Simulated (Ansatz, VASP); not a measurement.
## BP: VASP beside Ansatz

INCAR

```
SYSTEM = BP
ALGO = Normal
EDIFF = 1E-6
ENCUT = 500
GGA = LIBXC
GGA_COMPAT = .False.
ISIF = 2
ISMEAR = -1
LASPH = .True.
LCHARG = .True.
LELF = .True.
LIBXC1 = GGA_X_B88
LIBXC2 = GGA_C_PBE
LREAL = .False.
LVHAR = .True.
LWAVE = .False.
NBANDS = 11
NELM = 120
PREC = Accurate
SIGMA = 0.05
```

Contents of KPOINTS:

```
k-points
0
Gamma
  10 10 10
  0 0 0
```

The input POSCAR:

```
BP
1.0
    0.0000000000      2.2226808807      2.2226808807
    2.2226808807      0.0000000000      2.2226808807
    2.2226808807      2.2226808807      0.0000000000
P B
1 1
Direct
    0.7500000000      0.7500000000      0.7500000000
    0.0000000000      0.0000000000      0.0000000000
```

input.yaml

```yaml
crystal:
  lattice:
    - [0.0, 2.2226808807, 2.2226808807]
    - [2.2226808807, 0.0, 2.2226808807]
    - [2.2226808807, 2.2226808807, 0.0]
  atoms:
    - { symbol: P, position: [0.75, 0.75, 0.75] }
    - { symbol: B, position: [0.0, 0.0, 0.0] }
hamiltonian:
  xc: { exchange: b88, correlation: pbe }
  pseudopotentials: { kind: paw }
kpoints:
  mp_grid: { grid: [10, 10, 10] }
scf:
  occupations: { method: fermi_dirac, width: 0.05 }
output:
  forces: true
  stress: true
  eigenvalues: true
```

Alike in both runs: task single point; functional b88 exchange, pbe correlation; k mesh 10 × 10 × 10; occupations fermi-dirac, width 0.05 eV; no spin polarisation.

|  | VASP | Ansatz |
| --- | --- | --- |
| version | VASP 6.6.1 | Ansatz 0.2.0 |
| potentials or method | VASP PAW PBE potentials, release 64 (P, B) | Ansatz PAW |
| plane-wave cutoff (eV) | 500 | 420 |
| valence electrons in the cell | 8 | 8 |

VASP gave:

- gap on the k mesh at the Fermi level (eV): 1.16
- least direct gap on the mesh (eV): 3.52
- pressure (GPa): 12.7

Q: Estimate Ansatz's values.

A: gap on the k mesh at the Fermi level (eV): 1.17; least direct gap on the mesh (eV): 3.52; pressure (GPa): 13.0.

VASP's potentials were made for PBE, not for b88 exchange, pbe correlation.
